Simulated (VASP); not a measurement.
Set up this calculation in VASP 6.6.1, as the native input.

```yaml
Task: single point
Functional: PBE
Potentials_or_basis: VASP PAW PBE potentials, release 64 (Ba_sv, Cd, Sn_d)
Cutoff: 520 eV
k_mesh: 6 × 6 × 8
Occupations: gaussian, width 0.1 eV
Spin: no spin polarisation
Dipole_correction: no
Further_INCAR_settings: ALGO = Fast; EDIFF = 1e-07; NBANDS = 46
```

The structure of BaCd3Sn2 lies in POSCAR:

```
BaCd3Sn2
1.0
    6.5151028539      0.0000000000      0.0000000000
   -3.2575514269      5.6422445797      0.0000000000
    0.0000000000      0.0000000000      4.8508539150
Ba Cd Sn
1 3 2
Direct
    0.0000000000      0.0000000000      0.0000000000
    0.5000000000      0.0000000000      0.5000000000
    0.5000000000      0.5000000000      0.5000000000
    0.0000000000      0.5000000000      0.5000000000
    0.3333333333      0.6666666667      0.0000000000
    0.6666666667      0.3333333333      0.0000000000
```

The cell was built from a structure type or drawn by symmetry, and may not be a known phase.

These files were run (other wordings do the same):

INCAR

```
PREC = Accurate
ENCUT = 520
EDIFF = 1E-7
ISMEAR = 0
SIGMA = 0.1
LREAL = F
LASPH = T
NELM = 60
ALGO = Fast
ISIF = 2
LWAVE = F
LCHARG = F
GGA = PE
NBANDS = 46
```

KPOINTS

```
regular mesh
0
Gamma
  6 6 8
```

Potentials or basis: VASP PAW PBE potentials, release 64 (Ba_sv, Cd, Sn_d).

Command:

```sh
$ cat potpaw_PBE.64/Ba_sv/POTCAR potpaw_PBE.64/Cd/POTCAR potpaw_PBE.64/Sn_d/POTCAR > POTCAR
$ mpirun -np 1 vasp_std > vasp.out
```

Results of the run:

```yaml
Pressure: 0.2 GPa
Band_gap_on_the_k_mesh: zero (bands 37 and 38 overlap by 0.80 eV)
```

Caveat: spin-orbit coupling is left out, which moves the levels of the heavy elements.

Wall time 5.7 min on 1 thread of Intel(R) Xeon(R) 6975P-C (Granite Rapids), on a shared host, peak memory 0.44 GiB.
